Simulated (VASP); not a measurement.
# Si24O47 (a cell with a defect) in VASP: further runs, part 2 of 2

VASP 6.6.1. The steps go on from the part before.

## Step 3: Relaxation of the atoms, PBEsol

File INCAR:

```
SYSTEM = Si24O47
  PREC = Accurate
  ENCUT = 520
  EDIFF = 1E-7
  ISMEAR = -1
  SIGMA = 0.05
  LREAL = Auto
  LASPH = .TRUE.
  NELM = 120
  ALGO = Normal
  ISIF = 2
  LWAVE = .FALSE.
  LCHARG = .FALSE.
  GGA = PS
  IBRION = 2
  NSW = 100
  EDIFFG = -0.03
  ISYM = -1
  GGA_COMPAT = .FALSE.
  NELMIN = 4
  KPAR = 1
```

File KPOINTS:

```
explicit points
1
Reciprocal
  0.25000000   0.25000000   0.25000000 1
```

File POSCAR:

```
Si24O47
1.0
    8.3886930000      0.0000000000      0.0000000000
    0.0000000000      8.3886930000      0.0000000000
    0.0000000000      0.0000000000      8.0356430000
Si O
24 47
Direct
    0.0029660000      0.0033200000      0.9999170000
    0.0010920000      0.0032250000      0.3329790000
    0.9993880000      0.0017480000      0.6706240000
    0.9978300000      0.4997000000      0.0014690000
    0.9985970000      0.5027200000      0.3330000000
    0.0041530000      0.4982010000      0.6692660000
    0.4981930000      0.9996720000      0.0012500000
    0.5008180000      0.0022710000      0.3308480000
    0.5011340000      0.9974910000      0.6700740000
    0.5000190000      0.5035850000      0.9993580000
    0.4994940000      0.5003990000      0.3338410000
    0.5029980000      0.5014150000      0.6633870000
    0.2477360000      0.2459580000      0.1661870000
    0.2498730000      0.2483450000      0.5000960000
    0.2505580000      0.2487580000      0.8388210000
    0.2536830000      0.7496830000      0.1677000000
    0.2507430000      0.7463030000      0.4990650000
    0.2536250000      0.7527880000      0.8386120000
    0.7517370000      0.2499020000      0.1644080000
    0.7500830000      0.2497110000      0.4991270000
    0.7496880000      0.2493210000      0.8356150000
    0.7492510000      0.7502070000      0.1676010000
    0.7489130000      0.7521490000      0.4959180000
    0.7516910000      0.7545620000      0.8292150000
    0.1549420000      0.1508640000      0.9991580000
    0.1548430000      0.1494500000      0.3354880000
    0.1519010000      0.1557230000      0.6716890000
    0.1515710000      0.6493580000      0.0033830000
    0.1539740000      0.6530110000      0.3356680000
    0.1525000000      0.6544340000      0.6660040000
    0.6543980000      0.1490960000      0.0043390000
    0.6523900000      0.1517420000      0.3301520000
    0.6526740000      0.1511730000      0.6657930000
    0.6529530000      0.6543580000      0.0007810000
    0.6591650000      0.6515410000      0.3295930000
    0.6548580000      0.6552860000      0.6668170000
    0.3450450000      0.3484840000      0.9969770000
    0.3502640000      0.3445020000      0.3340480000
    0.3465410000      0.3449720000      0.6660460000
    0.3446660000      0.8484650000      0.9960490000
    0.3514190000      0.8477270000      0.3375600000
    0.3482770000      0.8469200000      0.6648780000
    0.8525970000      0.3481400000      0.9989560000
    0.8492950000      0.3433430000      0.3377180000
    0.8523360000      0.3462690000      0.6652810000
    0.8460020000      0.8421630000      0.0012780000
    0.8458240000      0.8484210000      0.3339380000
    0.8451400000      0.8444540000      0.6634260000
    0.0969170000      0.4042790000      0.1644470000
    0.0921490000      0.4048480000      0.5005010000
    0.0975590000      0.4049140000      0.8358050000
    0.0970490000      0.9002020000      0.1681980000
    0.1025270000      0.9039420000      0.5004180000
    0.0980330000      0.9020150000      0.8346470000
    0.5983180000      0.4075880000      0.1656590000
    0.5966890000      0.4037670000      0.8337370000
    0.5989170000      0.8991670000      0.1705350000
    0.5971610000      0.8988320000      0.4979450000
    0.5951240000      0.9026290000      0.8357560000
    0.4003930000      0.0965510000      0.1703960000
    0.4042860000      0.1005380000      0.4980480000
    0.3987170000      0.0994180000      0.8348800000
    0.4022080000      0.5943570000      0.1661040000
    0.4093330000      0.5956210000      0.4973440000
    0.4057230000      0.5970640000      0.8336570000
    0.9035340000      0.0974830000      0.1640030000
    0.9031040000      0.0991140000      0.4969380000
    0.9049610000      0.1021130000      0.8301670000
    0.9037480000      0.5988420000      0.1675030000
    0.9010110000      0.5938800000      0.4953470000
    0.9013090000      0.6003130000      0.8329040000
```

Potentials or basis: VASP PAW PBE potentials, release 64 (Si, O).

Command:

```bash
> cat potpaw_PBE.64/Si/POTCAR potpaw_PBE.64/O/POTCAR > POTCAR
> mpirun -np 4 vasp_std > vasp.out
```

OUTCAR:

```text
SYSTEM = Si24O47
   PREC = Accurate
   ENCUT = 520
   EDIFF = 1E-7
   ISMEAR = -1
   LREAL = Auto
   LASPH = .TRUE.
   NELM = 120
   ISIF = 2
   GGA = PS
   IBRION = 2
   NSW = 100
   EDIFFG = -0.03
   ISYM = -1
   NELMIN = 4

 ion  position               nearest neighbor table
   1  0.003  0.003  1.000-  66 1.75  54 1.77  25 1.78  52 1.79  68 1.80  46 1.89   3 2.65   2 2.68

   2  0.001  0.003  0.333-  67 1.75  66 1.77  52 1.77  26 1.78  53 1.80  47 1.84   1 2.68   3 2.71

   3  0.999  0.002  0.671-  68 1.73  54 1.77  67 1.81  53 1.81  27 1.82  48 1.85   1 2.65   2 2.71
[... 85 lines left out ...]
  70  0.901  0.594  0.495-   5 1.72   6 1.83  23 1.84
  71  0.901  0.600  0.833-   4 1.79   6 1.79  24 1.80

IMPORTANT INFORMATION: All symmetrisations will be switched off!
NOSYMM: (Re-)initialisation of all symmetry stuff for point group C_1.

----------------------------------------------------------------------------------------

                                     Primitive cell

  volume of cell :     565.4696

  direct lattice vectors                    reciprocal lattice vectors
     8.388693000  0.000000000  0.000000000     0.119208082  0.000000000  0.000000000
     0.000000000  8.388693000  0.000000000     0.000000000  0.119208082  0.000000000
     0.000000000  0.000000000  8.035643000     0.000000000  0.000000000  0.124445548

  length of vectors
     8.388693000  8.388693000  8.035643000     0.119208082  0.119208082  0.124445548

  position of ions in fractional coordinates (direct lattice)
     0.002966000  0.003320000  0.999917000
     0.001092000  0.003225000  0.332979000
     0.999388000  0.001748000  0.670624000
     0.997830000  0.499700000  0.001469000
     0.998597000  0.502720000  0.333000000
     0.004153000  0.498201000  0.669266000
[... 63 lines left out ...]
     0.901011000  0.593880000  0.495347000
     0.901309000  0.600313000  0.832904000

  ion indices of the primitive-cell ions
   primitive index   ion index
                 1           1
                 2           2
                 3           3
                 4           4
[... 258 lines left out ...]
 Fermi energy:         9.5729500969

 k-point     1 :       0.2500    0.2500    0.2500
  band No.  band energies     occupation
      1     -14.4559      2.00000
      2     -13.9427      2.00000
      3     -13.8429      2.00000
      4     -13.5955      2.00000
      5     -13.3961      2.00000
      6     -13.1751      2.00000
[... 193 lines left out ...]
    200      15.5200      0.00000
    201      15.6172      0.00000
 [bands above 201 left out]

------------------------ aborting loop because EDIFF is reached ----------------------------------------

  FORCE on cell =-STRESS in cart. coord.  units (eV):
  Direction    XX          YY          ZZ          XY          YZ          ZX
  --------------------------------------------------------------------------------------
  -------------------------------------------------------------------------------------
  Total        3.5976976      1.6746941      5.1396296      2.3780958      0.4262397      0.5603868
  in kB       10.1935628      4.7450067     14.5624073      6.7379952      1.2076893      1.5877759
  external PRESSURE =       9.8336589 kB  Pullay stress =       0.0000000 kB
[... 191 lines left out ...]
  FREE ENERGIE OF THE ION-ELECTRON SYSTEM (eV)
  ---------------------------------------------------
  free  energy   TOTEN  =      -575.8581957240 eV

  energy  without entropy=     -575.8581957240  energy(sigma->0) =     -575.85819572

[... ionic steps 4 to 15 ...]

--------------------------------------- Ionic step       16  -------------------------------------------

 number of electron     377.9999817 magnetization

------------------------ aborting loop because EDIFF is reached ----------------------------------------
[... 205 lines left out ...]
--------------------------------------- Ionic step       18  -------------------------------------------

 number of electron     377.9999818 magnetization

 Free energy of the ion-electron system (eV)
  ---------------------------------------------------
  ext. energy  EPLUGINS =         0.00000000
  ---------------------------------------------------
  free energy    TOTEN  =      -576.18801704 eV

  energy without entropy =     -576.18801704  energy(sigma->0) =     -576.18801704

 E-fermi :  10.0774     XC(G=0): -12.4057

 val. band max:        8.8789412976   @ k =   0.2500   0.2500   0.2500
 cond. band min:      13.1198556957   @ k =   0.2500   0.2500   0.2500
 fundamental gap:      4.2409143981
 Fermi energy:        10.0773945758

 k-point     1 :       0.2500    0.2500    0.2500
  band No.  band energies     occupation
      1     -14.2611      2.00000
      2     -13.6945      2.00000
      3     -13.6288      2.00000
      4     -13.5416      2.00000
      5     -13.1316      2.00000
      6     -13.0570      2.00000
[... 193 lines left out ...]
    200      15.6900      0.00000
    201      15.7494      0.00000
 [bands above 201 left out]

------------------------ aborting loop because EDIFF is reached ----------------------------------------

  FORCE on cell =-STRESS in cart. coord.  units (eV):
  Direction    XX          YY          ZZ          XY          YZ          ZX
  --------------------------------------------------------------------------------------
  -------------------------------------------------------------------------------------
  Total        0.8432495      0.7867340     -1.7618718      1.4728693      0.1078040      0.1076634
  in kB        2.3892271      2.2290985     -4.9920124      4.1731650      0.3054472      0.3050489
  external PRESSURE =      -0.1245623 kB  Pullay stress =       0.0000000 kB
[... 86 lines left out ...]
  FREE ENERGIE OF THE ION-ELECTRON SYSTEM (eV)
  ---------------------------------------------------
  free  energy   TOTEN  =      -576.1880170382 eV

  energy  without entropy=     -576.1880170381  energy(sigma->0) =     -576.18801704

 reached required accuracy - stopping structural energy minimisation
```

CONTCAR:

```text
Si24O47
   1.00000000000000
     8.3886930000000000    0.0000000000000000    0.0000000000000000
     0.0000000000000000    8.3886930000000000    0.0000000000000000
     0.0000000000000000    0.0000000000000000    8.0356430000000003
  Si              O
    24    47
Direct
     0.0001988703217391    0.0004561819190875    0.0001641568953950
     0.0011558648084860    0.9995401678107502    0.3323602934061552
     0.0011113543942908    0.9994647880779339    0.6679452473407439
     0.0008983641236276    0.4998110106418449    0.0001205630025697
     0.0012829126566018    0.5015163631209310    0.3337228929506914
     0.0013983372753729    0.5014697403011795    0.6665044751252793
[... 63 lines left out ...]
     0.9050119303458614    0.5984942088814609    0.5001087329956821
     0.9036420455188560    0.5969711463629833    0.8336586852210234

  0.00000000E+00  0.00000000E+00  0.00000000E+00
  0.00000000E+00  0.00000000E+00  0.00000000E+00
  0.00000000E+00  0.00000000E+00  0.00000000E+00
  0.00000000E+00  0.00000000E+00  0.00000000E+00
  0.00000000E+00  0.00000000E+00  0.00000000E+00
  0.00000000E+00  0.00000000E+00  0.00000000E+00
[... 63 lines left out ...]
  0.00000000E+00  0.00000000E+00  0.00000000E+00
  0.00000000E+00  0.00000000E+00  0.00000000E+00
```

Wall time 14 min (4 MPI ranks of Intel Xeon Platinum 8175M at 2.50GHz (Skylake/Cascade Lake), shared host); peak memory 0.27 GiB.

Results:

| Property | Result |
| --- | --- |
| Free energy | -576.1880 eV |
| Energy gained by relaxing | 19.5 meV/atom |
| Ionic steps | 18 |
| Pressure after relaxing | 0.0 GPa |
| Largest force after relaxing | 0.026 eV/Å |
| Band gap on the k mesh | 4.24 eV |

Forces on the atoms (eV/Å):
```
Si  -0.001 -0.001  0.000
Si   0.001 -0.008 -0.008
Si   0.010  0.001 -0.008
Si  -0.003 -0.001  0.000
Si   0.003 -0.004  0.001
Si  -0.009 -0.006 -0.006
Si  -0.005  0.002  0.002
Si   0.010 -0.002 -0.005
Si   0.003  0.013  0.009
Si   0.003 -0.001 -0.005
Si   0.007 -0.007 -0.002
Si   0.007 -0.001  0.002
Si  -0.003  0.000 -0.006
Si  -0.001 -0.002 -0.004
Si  -0.008  0.002  0.006
Si  -0.006 -0.013  0.006
Si   0.000 -0.002 -0.004
Si  -0.010 -0.014 -0.001
Si   0.011  0.001  0.007
Si   0.023 -0.013  0.001
Si   0.005  0.009 -0.007
Si   0.009  0.006 -0.002
Si   0.007 -0.003 -0.002
Si   0.010  0.001  0.007
O    0.002  0.003 -0.006
O    0.005  0.000  0.008
O    0.007  0.005  0.001
O   -0.003  0.005 -0.006
O   -0.005  0.001  0.005
O    0.004  0.005  0.007
O   -0.014  0.000  0.001
O    0.000 -0.009  0.000
O    0.002 -0.017  0.001
O   -0.008  0.003 -0.002
O   -0.002  0.006 -0.003
O   -0.003  0.007 -0.003
O   -0.006 -0.006 -0.005
O   -0.006  0.001  0.007
O   -0.011  0.006  0.002
O    0.002  0.008  0.003
O    0.003 -0.001  0.006
O    0.003  0.005 -0.005
O    0.000  0.011 -0.003
O    0.002 -0.008  0.002
O    0.003 -0.006  0.001
O   -0.014 -0.009  0.000
O   -0.009 -0.015  0.007
O   -0.003 -0.002 -0.012
O   -0.007 -0.003 -0.001
O    0.006 -0.002  0.004
O    0.003  0.001  0.001
O    0.003 -0.004 -0.002
O    0.006 -0.001  0.011
O    0.006 -0.006 -0.003
O   -0.008  0.006  0.005
O   -0.009  0.006 -0.012
O   -0.006  0.013  0.004
O    0.010 -0.004 -0.003
O   -0.002  0.015 -0.002
O    0.003  0.004 -0.006
O   -0.008  0.007  0.008
O    0.005  0.001 -0.002
O   -0.001  0.005  0.001
O   -0.006  0.009  0.002
O   -0.005  0.003 -0.001
O    0.005  0.000 -0.001
O    0.000 -0.009  0.008
O   -0.001 -0.007 -0.005
O    0.001  0.008  0.009
O   -0.008  0.002  0.005
O   -0.003  0.007 -0.006
```

Step by step:
```tsv
step	energy change (eV)	largest force (eV/Å)	pressure (GPa)
1	0.0000	2.7272	0.76
2	1.1513	4.7457	0.98
3	-1.0560	0.7435	0.03
4	-1.2060	0.8882	-0.01
5	-1.2712	0.4619	-0.06
6	-1.3322	0.5024	-0.07
7	-1.3335	0.3995	-0.08
8	-1.3628	0.2533	-0.10
9	-1.3631	0.2424	-0.10
10	-1.3767	0.1260	-0.10
11	-1.3767	0.1230	-0.10
12	-1.3819	0.1057	-0.06
13	-1.3820	0.0899	-0.06
14	-1.3845	0.0607	-0.03
15	-1.3845	0.0576	-0.03
16	-1.3855	0.0397	-0.02
17	-1.3855	0.0412	-0.02
18	-1.3859	0.0261	-0.01
```

Final structure:
```
Si O
1.0
     8.38869    0.00000    0.00000
     0.00000    8.38869    0.00000
     0.00000    0.00000    8.03564
Si O
24 47
Cartesian
  0.0017 0.0038 0.0013
  0.0097 8.3848 2.6707
  0.0093 8.3842 5.3674
  0.0075 4.1928 0.0010
  0.0108 4.2071 2.6817
  0.0117 4.2067 5.3558
  4.2016 8.3866 0.0008
  4.1872 8.3829 2.6817
  4.1871 8.3824 5.3552
  4.1933 4.2008 0.0012
  4.2298 4.1648 2.7522
  4.2297 4.1638 5.2855
  2.1051 2.0968 1.3413
  2.0988 2.0905 4.0186
  2.1055 2.0962 6.6966
  2.1193 6.2756 1.3405
  2.0899 6.3038 4.0185
  2.1195 6.2753 6.6966
  6.2820 2.1118 1.3395
  6.3318 2.0623 4.0188
  6.2825 2.1116 6.6983
  6.2974 6.2888 1.3409
  6.3038 6.2954 4.0189
  6.2974 6.2887 6.6965
  1.2845 1.2866 0.0013
  1.2835 1.2808 2.6780
  1.2837 1.2806 5.3589
  1.2973 5.4678 0.0009
  1.2801 5.4849 2.6752
  1.2800 5.4849 5.3614
  5.4817 1.2804 0.0012
  5.4632 1.3078 2.6966
  5.4624 1.3090 5.3405
  5.4824 5.4804 0.0005
  5.4980 5.4700 2.6943
  5.4984 5.4707 5.3440
  2.9133 2.9124 0.0017
  2.9230 2.8963 2.6935
  2.9244 2.8959 5.3434
  2.9262 7.0971 0.0007
  2.9086 7.1145 2.6756
  2.9086 7.1143 5.3617
  7.1133 2.9122 0.0010
  7.0852 2.9320 2.6970
  7.0862 2.9313 5.3408
  7.1077 7.1098 0.0009
  7.1131 7.1111 2.6782
  7.1134 7.1106 5.3599
  0.8155 3.3775 1.3476
  0.8158 3.3792 4.0185
  0.8166 3.3771 6.6898
  0.8189 7.5751 1.3345
  0.8159 7.5771 4.0184
  0.8190 7.5752 6.7034
  5.0195 3.3774 1.3407
  5.0168 3.3744 6.6977
  5.0163 7.5765 1.3474
  5.0142 7.5777 4.0188
  5.0164 7.5777 6.6899
  3.3857 0.8135 1.3389
  3.3743 0.8027 4.0182
  3.3854 0.8136 6.6988
  3.3965 4.9981 1.3606
  3.3530 5.0415 4.0187
  3.3966 4.9979 6.6769
  7.5710 0.8227 1.3470
  7.5835 0.8113 4.0187
  7.5716 0.8231 6.6911
  7.5797 5.0081 1.3383
  7.5919 5.0206 4.0187
  7.5804 5.0078 6.6990
```

Caveat: the PAW data sets were made with another functional, which shifts forces and pressure a little.
